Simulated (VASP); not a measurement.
# ZrB2 in VASP: a series of runs

Aim: see how the results for ZrB2 move with the level of theory and the settings. Levels: PBEsol+U, r2SCAN+D3(BJ), BLYP+D4. Tasks: single point.

Everything below comes from runs of VASP 6.6.1. Logs are shortened: lines on timing, memory, paths and dates and some standing lists are left out, and cuts for length are marked.

## Step 1: The cell of the first run

The structure is hexagonal, space group P6/mmm (No. 191). Conventional cell: a = 3.170 Å, b = 3.170 Å, c = 3.533 Å, α = 90.00°, β = 90.00°, γ = 120.00°. Within 3.4 Å of Zr (site symmetry 6/mmm) lie 12 B at 2.54 Å and 6 Zr at 3.17 Å. Within 2.4 Å of B (site symmetry -6m2) lie 3 B at 1.83 Å.

## Step 2: Single point, PBEsol+U

Input file INCAR:

```
SYSTEM = ZrB2
ALGO     = Normal         ! electronic algorithm
EDIFF    = 1E-6           ! SCF threshold, eV
ENCUT    = 520            ! plane-wave cutoff, eV
GGA      = PS             ! functional
ISIF     = 2              ! what is computed and relaxed
ISMEAR   = -1             ! smearing method
LASPH    = .TRUE.         ! aspherical terms in the spheres
LCHARG   = .FALSE.        ! write CHGCAR
LDAU     = .TRUE.         ! DFT+U
LDAUJ    = 0 0          
LDAUL    = 2 -1           ! shell
LDAUPRINT= 1            
LDAUTYPE = 2            
LDAUU    = 8 0            ! U, eV
LMAXMIX  = 4              ! l up to which the mixer works
LREAL    = .FALSE.        ! projectors in reciprocal space
LWAVE    = .FALSE.        ! write WAVECAR
NBANDS   = 16             ! bands
NELM     = 150            ! most SCF steps
PREC     = Accurate       ! precision mode
SIGMA    = 0.05           ! smearing width, eV
```

Input file KPOINTS:

```
k-points
0
G
  10 10 8
  0 0 0
```

Input file POSCAR:

```
ZrB2
1.0
    3.1700000000      0.0000000000      0.0000000000
   -1.5850000000      2.7453005300      0.0000000000
    0.0000000000      0.0000000000      3.5330000000
Zr B
1 2
Direct
    0.0000000000      0.0000000000      0.0000000000
    0.6666666667      0.3333333333      0.5000000000
    0.3333333333      0.6666666667      0.5000000000
```

Potentials or basis: VASP PAW PBE potentials, release 64 (Zr_sv, B).

Run with:

```bash
$ cat potpaw_PBE.64/Zr_sv/POTCAR potpaw_PBE.64/B/POTCAR > POTCAR
$ mpirun -np 1 vasp_std > vasp.out
```

OUTCAR:

```text
SYSTEM = ZrB2
   EDIFF = 1E-6
   ENCUT = 520
   GGA = PS
   ISIF = 2
   ISMEAR = -1
   LASPH = .TRUE.
   LREAL = .FALSE.
   NELM = 150
   PREC = Accurate

 ion  position               nearest neighbor table
   1  0.000  0.000  0.000-   2 2.54   3 2.54   2 2.54   3 2.54   2 2.54   2 2.54   3 2.54   3 2.54
                             2 2.54   2 2.54   3 2.54   3 2.54
   2  0.667  0.333  0.500-   3 1.83   3 1.83   3 1.83   1 2.54   1 2.54   1 2.54   1 2.54   1 2.54
                             1 2.54
   3  0.333  0.667  0.500-   2 1.83   2 1.83   2 1.83   1 2.54   1 2.54   1 2.54   1 2.54   1 2.54
                             1 2.54

  LATTYP: Found a hexagonal cell.
 ALAT       =     3.1700000000
 C/A-ratio  =     1.1145110410

  Lattice vectors:

 A1 = (   3.1700000000,   0.0000000000,   0.0000000000)
 A2 = (  -1.5850000000,   2.7453005300,   0.0000000000)
 A3 = (   0.0000000000,   0.0000000000,   3.5330000000)

Analysis of symmetry for initial positions (statically):
=====================================================================
 Subroutine PRICEL returns:
 Original cell was already a primitive cell.

 Routine SETGRP: Setting up the symmetry group for a
 hexagonal supercell.

 Subroutine GETGRP returns: Found 24 space group operations
 (whereof 24 operations were pure point group operations)
 out of a pool of 24 trial point group operations.

The static configuration has the point symmetry D_6h.

Analysis of symmetry for dynamics (positions and initial velocities):
=====================================================================
 Subroutine PRICEL returns:
 Original cell was already a primitive cell.

 Routine SETGRP: Setting up the symmetry group for a
 hexagonal supercell.

 Subroutine GETGRP returns: Found 24 space group operations
 (whereof 24 operations were pure point group operations)
 out of a pool of 24 trial point group operations.

The dynamic configuration has the point symmetry D_6h.

 Subroutine INISYM returns: Found 24 space group operations
 (whereof 24 operations are pure point group operations),
 and found     1 'primitive' translations

----------------------------------------------------------------------------------------

                                     Primitive cell

  volume of cell :      30.7463

  direct lattice vectors                    reciprocal lattice vectors
     3.170000000  0.000000000  0.000000000     0.315457413  0.182129422  0.000000000
    -1.585000000  2.745300530  0.000000000     0.000000000  0.364258845  0.000000000
     0.000000000  0.000000000  3.533000000     0.000000000  0.000000000  0.283045570

  length of vectors
     3.170000000  3.170000000  3.533000000     0.364258845  0.364258845  0.283045570

  position of ions in fractional coordinates (direct lattice)
     0.000000000  0.000000000  0.000000000
     0.666666667  0.333333333  0.500000000
     0.333333333  0.666666667  0.500000000

  ion indices of the primitive-cell ions
   primitive index   ion index
                 1           1
                 2           2
                 3           3

----------------------------------------------------------------------------------------

 KPOINTS: k-points

Automatic generation of k-mesh.
 Grid dimensions read from file:
 generate k-points for:   10   10    8

 Generating k-lattice:

  Cartesian coordinates                     Fractional coordinates (reciprocal lattice)
     0.031545741  0.018212942  0.000000000     0.100000000  0.000000000  0.000000000
     0.000000000  0.036425884  0.000000000     0.000000000  0.100000000  0.000000000
     0.000000000  0.000000000  0.035380696     0.000000000  0.000000000  0.125000000

  Length of vectors
     0.036425884  0.036425884  0.035380696
[... 39 lines left out ...]
   dimension x,y,z NGX =    24 NGY =   24 NGZ =   28
   dimension x,y,z NGXF=    48 NGYF=   48 NGZF=   56
   ions per type =               1   2
   NGX,Y,Z   is equivalent  to a cutoff of  12.59, 12.59, 13.18 a.u.
   NGXF,Y,Z  is equivalent  to a cutoff of  25.17, 25.17, 26.35 a.u.
 SYSTEM =  ZrB2
   PREC   = accura    normal or accurate (medium, high low for compatibility)
   ISTART =      0    job   : 0-new  1-cont  2-samecut
   ICHARG =      2    charge: 1-file 2-atom 10-const
   ISPIN  =      1    spin polarized calculation?
   LNONCOLLINEAR =      F non collinear calculations
   LSORBIT =      F    spin-orbit coupling
   LASPH  =      T    aspherical Exc in radial PAW
   ENCUT  =  520.0 eV  38.22 Ry    6.18 a.u.   5.89  5.89  6.57*2*pi/ulx,y,z
   NELM   =    150;   NELMIN=  2; NELMDL= -5     # of ELM steps
   EDIFF  = 0.1E-05   stopping-criterion for ELM
   LREAL  =      F    real-space projection
   EDIFFG = 0.1E-04   stopping-criterion for IOM
   NSW    =      0    number of steps for IOM
   IBRION =     -1    ionic relax: 0-MD 1-quasi-New 2-CG
   NFREE  =      0    steps in history (QN), initial steepest desc. (CG)
   ISIF   =      2    stress and relaxation
   ISYM   =      2    0-nonsym 1-usesym 2-fastsym
   POTIM  = 0.5000    time-step for ionic-motion
   TEBEG  =    0.0;   TEEND  =   0.0 temperature during run
   PSTRESS=    0.0 pullay stress
   NELECT =      18.0000    total number of electrons
   NUPDOWN=      -1.0000    fix difference up-down
   EMIN   =  10.00;   EMAX   =-10.00  energy-range for DOS
   EFERMI =   0.00;   METHOD = LEGACY
   ISMEAR =    -1;   SIGMA  =   0.05  broadening in eV -4-tet -1-fermi 0-gaus
   EFERMI_NEDOS =   21; number of points for ismear=-14 and -15
   IALGO  =     38    algorithm
   IMIX   =      4    mixing-type and parameters
     AMIX     =   0.40;   BMIX     =  1.00
     AMIX_MAG =   1.60;   BMIX_MAG =  1.00
  volume/ion in A,a.u.               =      10.25        69.16
  Fermi-wavevector in a.u.,A,eV,Ry     =   1.369519  2.588016 25.518847  1.875582
  Thomas-Fermi vector in A             =   2.495387
   LORBIT       =      0    0 simple, 1 ext, 2 COOP (PROOUT), +10 PAW based schemes
 LDA+U is selected, type is set to LDAUTYPE =  2
   angular momentum for each species LDAUL =     2   -1
   U (eV)           for each species LDAUU =   8.0  0.0
   J (eV)           for each species LDAUJ =   0.0  0.0
   GGA     = PS    functional components
   LHFCALC =     F    Hartree Fock is set to
   AEXX    =    0.0000 exact exchange contribution
   IVDW    =     0    specifies the selected vdW correction
   LEPSILON=     F    determine dielectric tensor
   LRPA    =     F    only Hartree local field effects (RPA)
 non-spin polarized calculation
  energy-cutoff  :      520.00
  volume of cell :       30.75
 maximum number of plane-waves:       844
 NGX is ok and might be reduce to    24
   NGX = 11   NGY = 11   NGZ = 13

atom =   1  type =  1  l = 2

 onsite density matrix

spin component  1

  0.1576 -0.0000  0.0000 -0.0000 -0.0000
 -0.0000  0.1398 -0.0000 -0.0000 -0.0000
  0.0000 -0.0000  0.1321  0.0000  0.0000
 -0.0000 -0.0000  0.0000  0.1398  0.0000
 -0.0000 -0.0000  0.0000  0.0000  0.1576

spin component  2

  0.1576 -0.0000  0.0000 -0.0000 -0.0000
 -0.0000  0.1398 -0.0000 -0.0000 -0.0000
  0.0000 -0.0000  0.1321  0.0000  0.0000
 -0.0000 -0.0000  0.0000  0.1398  0.0000
 -0.0000 -0.0000  0.0000  0.0000  0.1576

 occupancies and eigenvectors

  o =  0.1321  v =  0.0000  0.0000 -1.0000  0.0000  0.0000  0.0000  0.0000  0.0000  0.0000  0.0000      0.0000  0.0000  0.0000  0.0000  0.0000  0.0000  0.0000  0.0000  0.0000  0.0000
  o =  0.1321  v =  0.0000  0.0000  0.0000  0.0000  0.0000  0.0000  0.0000 -1.0000  0.0000  0.0000      0.0000  0.0000  0.0000  0.0000  0.0000  0.0000  0.0000  0.0000  0.0000  0.0000
  o =  0.1398  v =  0.0000  0.0001  0.0000  1.0000  0.0000  0.0000  0.0000  0.0000  0.0000  0.0000      0.0000  0.0000  0.0000  0.0000  0.0000  0.0000  0.0000  0.0000  0.0000  0.0000
  o =  0.1398  v =  0.0000  0.0000  0.0000  0.0000  0.0000  0.0000  0.0001  0.0000  1.0000  0.0000      0.0000  0.0000  0.0000  0.0000  0.0000  0.0000  0.0000  0.0000  0.0000  0.0000
  o =  0.1398  v =  0.0000  0.0000  0.0000  0.0000  0.0000  0.0000 -1.0000 -0.0000  0.0001  0.0000      0.0000  0.0000  0.0000  0.0000  0.0000  0.0000  0.0000  0.0000  0.0000  0.0000
  o =  0.1398  v =  0.0000 -1.0000 -0.0000  0.0001  0.0000  0.0000  0.0000  0.0000  0.0000  0.0000      0.0000  0.0000  0.0000  0.0000  0.0000  0.0000  0.0000  0.0000  0.0000  0.0000
  o =  0.1576  v =  1.0000  0.0000  0.0000  0.0000  0.0000  0.0000  0.0000  0.0000  0.0000  0.0000      0.0000  0.0000  0.0000  0.0000  0.0000  0.0000  0.0000  0.0000  0.0000  0.0000
  o =  0.1576  v =  0.0000  0.0000  0.0000  0.0000  0.0000  1.0000  0.0000  0.0000  0.0000  0.0000      0.0000  0.0000  0.0000  0.0000  0.0000  0.0000  0.0000  0.0000  0.0000  0.0000
  o =  0.1576  v =  0.0000  0.0000  0.0000 -0.0000  1.0000  0.0000  0.0000  0.0000  0.0000  0.0000      0.0000  0.0000  0.0000  0.0000  0.0000  0.0000  0.0000  0.0000  0.0000  0.0000
  o =  0.1576  v =  0.0000  0.0000  0.0000  0.0000  0.0000  0.0000  0.0000  0.0000 -0.0000  1.0000      0.0000  0.0000  0.0000  0.0000  0.0000  0.0000  0.0000  0.0000  0.0000  0.0000

 number of electron      18.0000000 magnetization

 Free energy of the ion-electron system (eV)
  ---------------------------------------------------
  ext. energy  EPLUGINS =         0.00000000
  ---------------------------------------------------
  free energy    TOTEN  =       -20.92640399 eV

  energy without entropy =      -20.92379131  energy(sigma->0) =      -20.92509765

 E-fermi :  11.4756     XC(G=0): -12.5489

 val. band max:       11.4232788533   @ k =   0.2000   0.2000   0.1250
 cond. band min:      11.6620593623   @ k =   0.1000   0.1000   0.2500
 fundamental gap:      0.2387805089
 Fermi energy:        11.4756432038

 k-point     1 :       0.0000    0.0000    0.0000
  band No.  band energies     occupation
      1     -39.0393      2.00000
      2     -17.1601      2.00000
      3     -16.6425      2.00000
      4     -16.6425      2.00000
      5      -1.9499      2.00000
      6       8.3498      2.00000
[... 433 lines left out ...]
      3     -17.0397      2.00000
      4     -16.8923      2.00000
      5       1.6298      2.00000
      6       2.9451      2.00000
[... 8 lines left out ...]
     15      19.4773      0.00000
     16      21.5841      0.00000

 [... further k-points ...]
[... 5 lines left out ...]
  --------------------------------------------------------------------------------------
  -------------------------------------------------------------------------------------
  Total        2.6930238      2.6930238      3.5720394      0.0000000     -0.0000000     -0.0000000
  in kB      140.3324075    140.3324075    186.1375661      0.0000000     -0.0000000     -0.0000000
  external PRESSURE =     155.6007937 kB  Pullay stress =       0.0000000 kB

 VOLUME and BASIS-vectors are now :
 -----------------------------------------------------------------------------
  energy-cutoff  :      520.00
  volume of cell :       30.75
      direct lattice vectors                 reciprocal lattice vectors
     3.170000000  0.000000000  0.000000000     0.315457413  0.182129422  0.000000000
    -1.585000000  2.745300530  0.000000000     0.000000000  0.364258845  0.000000000
     0.000000000  0.000000000  3.533000000     0.000000000  0.000000000  0.283045570

 POSITION                                       TOTAL-FORCE (eV/Angst)
 -----------------------------------------------------------------------------------
      0.00000      0.00000      0.00000         0.000000      0.000000      0.000000
      1.58500      0.91510      1.76650         0.000000      0.000000      0.000000
     -0.00000      1.83020      1.76650        -0.000000      0.000000      0.000000
 -----------------------------------------------------------------------------------
    total drift:                               -0.000000      0.000000      0.000000

  FREE ENERGIE OF THE ION-ELECTRON SYSTEM (eV)
  ---------------------------------------------------
  free  energy   TOTEN  =       -20.9264039879 eV

  energy  without entropy=      -20.9237913100  energy(sigma->0) =      -20.92509765
```

Run time: 16 s. Hardware: 1 thread of AMD EPYC 9R45 (Zen 5), shared host; peak memory 0.13 GiB.

What came out:

```yaml
Free_energy: -20.9264 eV
Pressure: 15.6 GPa
Band_gap_on_the_k_mesh: zero (band 9 reaches 12.31 eV, above the bottom of band 10 at 11.26 eV)
```

Eigenvalues of the final occupation matrices:
| site | spin | trace | eigenvalues |
| --- | --- | --- | --- |
| site 1 d | 1 | 0.73 | 0.13 0.14 0.14 0.16 0.16 |
| site 1 d | 2 | 0.73 | 0.13 0.14 0.14 0.16 0.16 |

Caveat: the PAW data sets were made with another functional, which shifts forces and pressure a little; U without spin polarisation on a metal has little footing; the U is typed as a test and isn't derived for this compound.

## Step 3: Single point, r2SCAN+D3(BJ), non-collinear spin, zero start, spin-orbit coupling (volume scaled by 1.08)

Input file POSCAR:

```
ZrB2
1.0
    3.2523742506      0.0000000000      0.0000000000
   -1.6261871253      2.8166387236      0.0000000000
    0.0000000000      0.0000000000      3.6248070118
Zr B
1 2
Direct
    0.0000000000      0.0000000000      0.0000000000
    0.6666666667      0.3333333333      0.5000000000
    0.3333333333      0.6666666667      0.5000000000
```

Input file INCAR.step1:

```
PREC = Accurate
ENCUT = 520
ISMEAR = -1
SIGMA = 0.15
LREAL = F
LASPH = T
NELM = 150
MAGMOM = 0 0 0 0 0 0 0 0 0
LSORBIT = T
GGA_COMPAT = F
LMAXMIX = 4
NBANDS = 31
GGA = PE
ALGO = Normal
EDIFF = 1E-4
LWAVE = T
LCHARG = F
```

Input file INCAR.step2:

```
PREC = Accurate
ENCUT = 520
EDIFF = 1E-7
ISMEAR = -1
SIGMA = 0.15
LREAL = F
LASPH = T
NELM = 150
ALGO = Normal
ISIF = 2
LWAVE = F
LCHARG = T
MAGMOM = 0 0 0 0 0 0 0 0 0
LORBIT = 11
LSORBIT = T
GGA_COMPAT = F
LORBMOM = T
LMAXMIX = 4
METAGGA = R2SCAN
LMIXTAU = T
IVDW = 12
VDW_S6 = 1.0
VDW_S8 = 0.78981345
VDW_A1 = 0.49484001
VDW_A2 = 5.73083694
LVHAR = T
NBANDS = 31
ISTART = 1
```

Input file KPOINTS:

```
Automatic mesh
0
Gamma
  10 10 8
```

Potentials or basis: VASP PAW PBE potentials, release 64 (Zr_sv, B).

Run with:

```bash
$ cat potpaw_PBE.64/Zr_sv/POTCAR potpaw_PBE.64/B/POTCAR > POTCAR
$ cp INCAR.step1 INCAR
$ mpirun -np 1 vasp_ncl > vasp.out
$ cp INCAR.step2 INCAR
$ mpirun -np 1 vasp_ncl > vasp.out
```

Wall time 6.5 min (1 thread of Intel Xeon Platinum 8488C (Sapphire Rapids), shared host); peak memory 0.31 GiB.

Results (log left out):

```
Free energy                                           : -41.1018 eV
Pressure                                              : -18.0 GPa
Net moment                                            : 0.00 μB per cell
Valence electrons inside the program's atomic spheres : Zr 9.81; B 1.83
Dispersion energy per atom                            : -0.170 eV
```

Stress tensor (GPa, compression positive):
```
-19.15   0.00   0.00
  0.00 -19.15   0.00
  0.00   0.00 -15.60
```

Moments on the atoms (μB; x, y, z):
```
Zr  0.00 0.00 0.00
B   0.00 0.00 0.00
B   0.00 0.00 0.00
```

Caveat: the PAW data sets were made with another functional, which shifts forces and pressure a little.

(Continued in part 2 of 2.)
